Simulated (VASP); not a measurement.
Set up this calculation in VASP 6.6.1, as the native input.

```yaml
Task: relaxation of cell and atoms
Functional: BLYP
Potentials_or_basis: VASP PAW PBE potentials, release 64 (Se)
Cutoff: 600 eV
k_mesh: 13 × 13 × 13
Occupations: fermi-dirac, width 0.1 eV
Spin: no spin polarisation
Dipole_correction: no
Further_INCAR_settings: ALGO = Normal; EDIFF = 1e-06; IBRION = 2; EDIFFG = -0.01; NSW = 80; ISIF = 3
```

The structure of Se lies in POSCAR:

```
Se
1.0
   -1.7600399104      1.7600399104      1.7600399104
    1.7600399104     -1.7600399104      1.7600399104
    1.7600399104      1.7600399104     -1.7600399104
Se
1
Direct
    0.0000000000      0.0000000000      0.0000000000
```

The input as run:

INCAR

```
SYSTEM = Se
PREC = Accurate
ENCUT = 600
EDIFF = 1E-6
ISMEAR = -1
SIGMA = 0.1
LREAL = .False.
LASPH = .True.
NELM = 100
ALGO = Normal
ISIF = 3
LWAVE = .False.
LCHARG = .False.
GGA = B5
ALDAX = 1.0
AGGAX = 1.0
AGGAC = 1.0
ALDAC = 0.0
IBRION = 2
NSW = 80
EDIFFG = -0.01
```

KPOINTS

```
Automatic mesh
0
Gamma
  13 13 13
  0 0 0
```

Potentials or basis: VASP PAW PBE potentials, release 64 (Se).

The run is started by

```sh
$ cat potpaw_PBE.64/Se/POTCAR > POTCAR
$ mpirun -np 1 vasp_std > vasp.out
```

Results of the run:

- Relaxed volume: 22.74 Å³/atom
- Relaxed cell: a = 3.091 Å, b = 3.091 Å, c = 3.091 Å, α = 109.47°, β = 109.47°, γ = 109.47°
- Space group after relaxing (to 0.05 Å): Im-3m (No. 229)
- Energy gained by relaxing: 6.8 meV/atom
- Ionic steps: 3
- Pressure after relaxing: 0.0 GPa
- Band gap on the k mesh: zero (band 3 reaches 6.95 eV, above the bottom of band 4 at 1.87 eV)

Caveat: the PAW data sets were made with another functional, which shifts forces and pressure a little.

Wall time 14 s on 1 thread of Intel(R) Xeon(R) 6975P-C (Granite Rapids) (shared host), peak memory 0.15 GiB.
